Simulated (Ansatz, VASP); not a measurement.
## One calculation of Ti4C3, two programs

```
CELL_PARAMETERS angstrom
4.65324 0.00000 0.00000
0.00000 4.65324 0.00000
0.00000 0.00000 4.65324
ATOMIC_POSITIONS crystal
Ti 0.74868 0.74868 0.74868
Ti 0.25132 0.25132 0.74868
Ti 0.25132 0.74868 0.25132
Ti 0.74868 0.25132 0.25132
C 0.00000 0.00000 0.50000
C 0.50000 0.00000 0.00000
C 0.00000 0.50000 0.00000
```

Change from the starting cell: species swapped into the Ge3As4 type (P-43m, No. 215).

Alike in both runs: functional PBE; k mesh 4 × 4 × 4; occupations gaussian, width 0.2 eV; no spin polarisation.

Ansatz relaxed the structure, and its values are those at the end. VASP's run is a single point on that final structure, the one shown.

```csv
,VASP,Ansatz
version,VASP 6.6.1,Ansatz 0.2.0
potentials or method,"VASP PAW PBE potentials, release 64 (Ti_sv, C), cutoff 600 eV","scalar-relativistic, plane waves, PAW"
valence electrons in the cell,60,60
```

|  | VASP | Ansatz | Ansatz less VASP |
| --- | --- | --- | --- |
| gap on the k mesh at the Fermi level (eV) | none | none | - |
| pressure (GPa) | -0.1 | -0.1 | -0.05 |
| rms of the force components (eV/Å) | 0.037 | 0.045 | +0.0074 |

A gap of «none» marks a metal or a gap that the smearing closes. The functional is the same, so the differences come from potentials, cutoffs and numerics.
